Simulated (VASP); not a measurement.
Wanted: the native input for a VASP 6.6.1 run.

```yaml
Task: single point
Functional: PBE
Potentials_or_basis: VASP PAW PBE potentials, release 64 (Na_pv, Cl)
Cutoff: 520 eV
k_mesh: 6 × 6 × 6
Occupations: gaussian, width 0.05 eV
Spin: no spin polarisation
Dipole_correction: no
Further_INCAR_settings: ALGO = Normal; EDIFF = 1e-06; NBANDS = 14
```

The structure of NaCl lies in POSCAR:

```
NaCl
1.0
    3.5021900000      0.0000000000      0.0000000000
    0.0000000000      3.5021900000      0.0000000000
    0.0000000000      0.0000000000      3.3270805000
Na Cl
1 1
Direct
    0.0000000000      0.0000000000      0.0000000000
    0.5000000000      0.5000000000      0.5000000000
```

This cell differs from its parent crystal: strain +0.000 along x and y, -0.050 along z.

One way to write it, as run:

INCAR

```
ALGO     = Normal         # electronic algorithm
EDIFF    = 1E-6           # SCF threshold, eV
ENCUT    = 520            # plane-wave cutoff, eV
GGA      = PE             # functional
ISIF     = 2              # what is computed and relaxed
ISMEAR   = 0              # smearing method
LASPH    = T              # aspherical terms in the spheres
LCHARG   = F              # write CHGCAR
LREAL    = F              # projectors in reciprocal space
LWAVE    = F              # write WAVECAR
NBANDS   = 14             # bands
NELM     = 60             # most SCF steps
PREC     = Accurate       # precision mode
SIGMA    = 0.05           # smearing width, eV
```

KPOINTS

```
k-points
0
Gamma
  6 6 6
```

Potentials or basis: VASP PAW PBE potentials, release 64 (Na_pv, Cl).

Command:

```bash
$ cat potpaw_PBE.64/Na_pv/POTCAR potpaw_PBE.64/Cl/POTCAR > POTCAR
$ mpirun -np 1 vasp_std > vasp.out
```

It gave:

| Property | Result |
| --- | --- |
| Pressure | 1.6 GPa |
| Band gap on the k mesh | 3.88 eV, indirect (least direct gap 4.33 eV) |

Caveat: the cell differs from its parent crystal (strain +0.000 along x and y, -0.050 along z).

Run time: 28 s on 1 thread of Intel Xeon 8259CL, with other jobs on the host, peak memory 0.16 GiB.
